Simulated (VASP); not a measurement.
Input of a VASP 6.6.1 run:

File INCAR:

```
SYSTEM = N
PREC     = Accurate       ! precision mode
ENCUT    = 520            ! plane-wave cutoff, eV
EDIFF    = 1E-6           ! SCF threshold, eV
ISMEAR   = 0              ! smearing method
SIGMA    = 0.05           ! smearing width, eV
LREAL    = .FALSE.        ! projectors in reciprocal space
LASPH    = .TRUE.         ! aspherical terms in the spheres
NELM     = 60             ! most SCF steps
ALGO     = Normal         ! electronic algorithm
ISIF     = 2              ! what is computed and relaxed
LWAVE    = .FALSE.        ! write WAVECAR
LCHARG   = .FALSE.        ! write CHGCAR
GGA      = PE             ! functional
NBANDS   = 12             ! bands
```

File KPOINTS:

```
regular mesh
0
G
  9 9 8
  0 0 0
```

Contents of POSCAR:

```
N
1.0
    2.5194737886      0.0000000000      0.0000000000
   -1.2597368943      2.1819283051      0.0000000000
    0.0000000000      0.0000000000      2.4460020000
N
2
Direct
    0.3289840000      0.6602320000      0.7360610000
    0.6716180000      0.3329040000      0.2585870000
```

Potentials or basis: VASP PAW PBE potentials, release 64 (N).

Run with:

```bash
$ cat potpaw_PBE.64/N/POTCAR > POTCAR
$ mpirun -np 1 vasp_std > vasp.out
```

**Question.** What does it give for the pressure?

**Answer.** 9.1 GPa.

**Question.** Predict the band gap on the k mesh.

**Answer.** Zero (bands 5 and 6 overlap by 4.21 eV).

**Question.** Predict the largest force.

**Answer.** 2.001 eV/Å.

Stress tensor (GPa, compression positive):
```
 8.89 -2.22 -0.29
-2.22 12.72 -0.37
-0.29 -0.37  5.62
```

Caveat: the cell stands under pressure; forces of over 1 eV/Å act on the atoms, so gaps and moduli don't describe the material at rest.
